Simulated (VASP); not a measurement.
## Rb: density of states with PBE

Sheet: Rb, a sheet with vacuum.

```
CELL_PARAMETERS angstrom
4.73279 0.00000 0.00000
0.00000 4.73279 0.00000
0.00000 0.00000 31.79123
ATOMIC_POSITIONS crystal
Rb 0.00000 0.50000 0.20668
Rb 0.50000 0.00000 0.32806
```

```json
{
  "Program": "VASP 6.6.1",
  "Task": "density of states",
  "Functional": "PBE",
  "Potentials or basis": "VASP PAW PBE potentials, release 64 (Rb_sv)",
  "Cutoff": "520 eV",
  "k mesh": "12 × 12 × 1",
  "Occupations": "gaussian, width 0.1 eV",
  "Spin": "no spin polarisation",
  "Dipole correction": "yes",
  "k mesh for the DOS": "18 × 18 × 1",
  "Occupations for the DOS": "tetrahedron",
  "Further INCAR settings": "ALGO = Normal; EDIFF = 1e-07; NBANDS = 16"
}
```

- Valence electrons inside the program's atomic spheres: Rb 7.29

Levels at points of the mesh, in eV from the Fermi level:
| k point | band 6 | band 7 | band 8 | band 9 | band 10 | band 11 | band 12 | band 13 |
| --- | --- | --- | --- | --- | --- | --- | --- | --- |
| (0.00, 0.00, 0.00) | -13.12 | -13.10 | -13.10 | -1.70 | -0.70 | 0.71 | 1.35 | 2.15 |
| (0.50, 0.00, 0.00) | -13.16 | -13.10 | -13.10 | 0.11 | 0.11 | 1.06 | 1.06 | 1.85 |
| (0.50, 0.50, 0.00) | -13.18 | -13.15 | -13.15 | 0.99 | 0.99 | 1.71 | 1.71 | 2.59 |

It took 21 min on 1 thread of Intel(R) Xeon(R) Platinum 8259CL CPU @ 2.50GHz (Skylake/Cascade Lake), on a shared host, peak memory 0.9 GiB.
